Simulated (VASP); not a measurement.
Wanted: the native input for a VASP 6.6.1 run.

```yaml
Task: single point
Functional: PBEsol
Potentials_or_basis: VASP PAW PBE potentials, release 64 (Ni, Al)
Cutoff: 600 eV
k_mesh: 9 × 9 × 9
Occupations: fermi-dirac, width 0.05 eV
Spin: collinear spin, ferromagnetic start
Starting_moments: "[1.0, 0.0] μB"
Dipole_correction: no
Further_INCAR_settings: ALGO = Normal; EDIFF = 1e-06; NBANDS = 18
```

The structure of AlNi lies in POSCAR:

```
AlNi
1.0
    2.8614740419      0.0000000000      0.0000000000
    0.0000000000      2.8614740419      0.0000000000
    0.0000000000      0.0000000000      2.8614740419
Ni Al
1 1
Direct
    0.5000000000      0.5000000000      0.5000000000
    0.0000000000      0.0000000000      0.0000000000
```

The input as run:

INCAR

```
PREC     = Accurate       # precision mode
ENCUT    = 600            # plane-wave cutoff, eV
EDIFF    = 1E-6           # SCF threshold, eV
ISMEAR   = -1             # smearing method
SIGMA    = 0.05           # smearing width, eV
LREAL    = F              # projectors in reciprocal space
LASPH    = T              # aspherical terms in the spheres
NELM     = 200            # most SCF steps
ALGO     = Normal         # electronic algorithm
ISIF     = 2              # what is computed and relaxed
LWAVE    = F              # write WAVECAR
LCHARG   = F              # write CHGCAR
ISPIN    = 2              # spin polarisation
MAGMOM   = 1 0            # initial moments
LORBIT   = 11             # projections on sites
LMAXMIX  = 4              # l up to which the mixer works
GGA      = PS             # functional
NBANDS   = 18             # bands
GGA_COMPAT= F
```

KPOINTS

```
regular mesh
0
Gamma
  9 9 9
```

Potentials or basis: VASP PAW PBE potentials, release 64 (Ni, Al).

The run is started by

```sh
$ cat potpaw_PBE.64/Ni/POTCAR potpaw_PBE.64/Al/POTCAR > POTCAR
$ mpirun -np 1 vasp_std > vasp.out
```

It gave:

| Item | Value |
| --- | --- |
| Pressure | 0.1 GPa |
| Net moment | 0.00 μB per cell |
| Valence electrons inside the program's atomic spheres | Ni 9.51; Al 0.81 |

Caveat: the PAW data sets were made with another functional, which shifts forces and pressure a little.

It took 47 s on 1 thread of Intel Xeon 8259CL, with other jobs on the host, peak memory 0.16 GiB.
